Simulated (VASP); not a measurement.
CdTe:

```xyz
2
Lattice="0.0000 3.2050 3.2050 3.2050 0.0000 3.2050 3.2050 3.2050 0.0000" Properties=species:S:1:pos:R:3 pbc="T T T"
Te    4.8075    4.8075    4.8075
Cd    0.0000    0.0000    0.0000
```

- Program: VASP 6.6.1
- Task: relaxation of cell and atoms
- Functional: HSE06
- Potentials or basis: VASP PAW PBE potentials, release 64 (Te, Cd)
- Cutoff: 600 eV
- k mesh: 4 × 4 × 4
- Occupations: fermi-dirac, width 0.05 eV
- Spin: no spin polarisation

At the start: pressure 3.5 GPa; volume 32.92 Å³/atom.

Task: How do energy, volume and symmetry change on relaxing?

Result: Over 3 steps the energy falls by 26.1 meV/atom and the volume is 35.48 Å³/atom (+7.8 %); space group F-43m (No. 216, to 0.1 Å) before and after.

The path:
```csv
step,energy change (eV),largest force (eV/Å),pressure (GPa),volume (Å³)
1,0.0000,0.0000,3.48,65.84
2,-0.0459,0.0000,-0.98,72.89
3,-0.0521,0.0000,-0.01,70.96
```

Final structure:
```
Te Cd
1.0
     0.00000    3.28591    3.28591
     3.28591    0.00000    3.28591
     3.28591    3.28591    0.00000
Te Cd
1 1
Direct
  0.75000 0.75000 0.75000
  0.00000 0.00000 0.00000
```

Caveat: the k points lie up to 0.41 Å⁻¹ apart in the final cell; the PAW data sets were made with another functional, which shifts forces and pressure a little.
